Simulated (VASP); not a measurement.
Here is a VASP 6.6.1 calculation.

INCAR

```
SYSTEM = Ge3Pt
PREC     = Accurate       ! precision mode
ENCUT    = 520            ! plane-wave cutoff, eV
EDIFF    = 1E-6           ! SCF threshold, eV
ISMEAR   = 0              ! smearing method
SIGMA    = 0.1            ! smearing width, eV
LREAL    = .FALSE.        ! projectors in reciprocal space
LASPH    = .TRUE.         ! aspherical terms in the spheres
NELM     = 100            ! most SCF steps
ALGO     = Normal         ! electronic algorithm
ISIF     = 2              ! what is computed and relaxed
LWAVE    = .FALSE.        ! write WAVECAR
LCHARG   = .FALSE.        ! write CHGCAR
GGA      = PE             ! functional
NBANDS   = 62             ! bands
```

File KPOINTS:

```
Automatic mesh
0
G
  3 3 3
  0 0 0
```

File POSCAR:

```
Ge3Pt
1.0
    3.9193354217      2.2628293607      2.7462853341
   -3.9193354217      2.2628293607      2.7462853341
    0.0000000000     -4.5256587215      2.7462853341
Ge Pt
6 2
Direct
    0.7690528562      0.3489368476      0.7690528562
    0.7690528562      0.7690528562      0.3489368476
    0.3489368476      0.7690528562      0.7690528562
    0.2309471438      0.6510631524      0.2309471438
    0.6510631524      0.2309471438      0.2309471438
    0.2309471438      0.2309471438      0.6510631524
    0.1668710514      0.1668710514      0.1668710514
    0.8331289486      0.8331289486      0.8331289486
```

Potentials or basis: VASP PAW PBE potentials, release 64 (Ge_d, Pt).

The run is started by

```console
$ cat potpaw_PBE.64/Ge_d/POTCAR potpaw_PBE.64/Pt/POTCAR > POTCAR
$ mpirun -np 1 vasp_std > vasp.out
```

(1) What does it give for the largest force?

(2) What does it give for the pressure?

## Answers

(1) 0.036 eV/Å.

(2) 0.2 GPa.

Caveat: the k points lie up to 0.40 Å⁻¹ apart, too coarse for converged energies and pressures of a metal.
